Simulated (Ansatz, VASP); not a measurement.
Given: the input of a run of Ansatz 0.2.0 on La.

The input input.yaml:

```yaml
crystal:
  lattice:
    - [3.7748351609, 0.0, 0.0]
    - [-1.8874175804, 3.2691031444, 0.0]
    - [0.0, 0.0, 6.110199847]
  atoms:
    - { symbol: La, position: [0.6666666667, 0.3333333333, 0.75] }
    - { symbol: La, position: [0.3333333333, 0.6666666667, 0.25] }
hamiltonian:
  xc: r2scan
  pseudopotentials: { kind: paw }
kpoints:
  mp_grid: { grid: [8, 8, 5] }
scf:
  occupations: { method: fermi_dirac, width: 0.05 }
output:
  forces: true
  stress: true
  eigenvalues: true
```

Potentials or basis: Ansatz PAW.

Run with:

```bash
$ ansatz run input.yaml --threads 2 --pin off --max-ram 5632MiB --backend cpu --events-out ev --progress --plain --runs-dir out
```

Translate it to VASP 6.6.1. Potentials there: VASP PAW PBE potentials, release 64 (La).

As run (the cutoff follows the program's own potentials):

File POSCAR:

```
La
1.0
    3.7748351609      0.0000000000      0.0000000000
   -1.8874175804      3.2691031444      0.0000000000
    0.0000000000      0.0000000000      6.1101998470
La
2
Direct
    0.6666666667      0.3333333333      0.7500000000
    0.3333333333      0.6666666667      0.2500000000
```

File INCAR.step1:

```
PREC = Accurate
ENCUT = 520
ISMEAR = -1
SIGMA = 0.05
LREAL = False
LASPH = True
NELM = 80
NBANDS = 18
GGA = PE
ALGO = Normal
EDIFF = 1E-4
LWAVE = True
LCHARG = False
```

INCAR.step2

```
PREC = Accurate
ENCUT = 520
EDIFF = 1E-6
ISMEAR = -1
SIGMA = 0.05
LREAL = False
LASPH = True
NELM = 80
ALGO = Normal
ISIF = 2
LWAVE = False
LCHARG = True
METAGGA = R2SCAN
LMIXTAU = True
LELF = True
LVHAR = True
NBANDS = 18
ISTART = 1
```

Contents of KPOINTS:

```
regular mesh
0
Gamma
  8 8 5
```

Potentials or basis: VASP PAW PBE potentials, release 64 (La).

Run with:

```console
$ cat potpaw_PBE.64/La/POTCAR > POTCAR
$ cp INCAR.step1 INCAR
$ mpirun -np 1 vasp_std > vasp.out
$ cp INCAR.step2 INCAR
$ mpirun -np 1 vasp_std > vasp.out
```

Both were run:

|  | VASP | Ansatz | Ansatz less VASP |
| --- | --- | --- | --- |
| gap on the k mesh at the Fermi level (eV) | none | none | - |
| pressure (GPa) | 0.4 | 0.4 | -0.06 |
| traceless stress, the component that is largest in VASP (GPa) | -0.67 | -0.65 | +0.019 |

VASP's potentials were made for PBE, not for r2SCAN. A gap of «none» marks a metal or a gap that the smearing closes.

Spin-orbit coupling is off throughout. Noted on Ansatz's run: the magnetic or orbital state may not be the lowest.
